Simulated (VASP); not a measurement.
Write the native input for VASP 6.6.1 that does the following.

```
Task                   : single point
Functional             : PBE
Potentials or basis    : VASP PAW PBE potentials, release 64 (Hf_pv, H, Cl)
Cutoff                 : 500 eV
k mesh                 : 4 × 4 × 4
Occupations            : gaussian, width 0.15 eV
Spin                   : no spin polarisation
Dipole correction      : no
Further INCAR settings : ALGO = Normal; EDIFF = 1e-06; NBANDS = 18
```

The structure of HfH3Cl lies in POSCAR:

```
HfH3Cl
1.0
   -2.2012940792      2.2012940792      2.6052510969
    2.2012940792     -2.2012940792      2.6052510969
    2.2012940792      2.2012940792     -2.6052510969
Hf H Cl
1 3 1
Direct
    0.0000000000      0.0000000000      0.0000000000
    0.5848939026      0.5848939026      0.0000000000
    0.4151060974      0.4151060974      0.0000000000
    0.7500000000      0.2500000000      0.5000000000
    0.2500000000      0.7500000000      0.5000000000
```

These files were run (other wordings do the same):

INCAR

```
ALGO = Normal
EDIFF = 1E-6
ENCUT = 500
GGA = PE
GGA_COMPAT = False
ISIF = 2
ISMEAR = 0
LASPH = True
LCHARG = True
LELF = True
LREAL = False
LVHAR = True
LWAVE = False
NBANDS = 18
NELM = 120
PREC = Accurate
SIGMA = 0.15
```

KPOINTS

```
k-points
0
Gamma
  4 4 4
```

Potentials or basis: VASP PAW PBE potentials, release 64 (Hf_pv, H, Cl).

Run with:

```sh
$ cat potpaw_PBE.64/Hf_pv/POTCAR potpaw_PBE.64/H/POTCAR potpaw_PBE.64/Cl/POTCAR > POTCAR
$ mpirun -np 1 vasp_std > vasp.out
```

It gave:

* Pressure: -0.5 GPa
* Largest force: 0.062 eV/Å
* Band gap on the k mesh: zero (band 10 reaches 7.21 eV, above the bottom of band 11 at 5.28 eV)

Caveat: the k points lie up to 0.50 Å⁻¹ apart; spin-orbit coupling is left out, which moves the levels of the heavy elements.

Wall time 15 s on 1 thread of Intel(R) Xeon(R) Platinum 8559C (Emerald Rapids), on a shared host, peak memory 0.17 GiB.
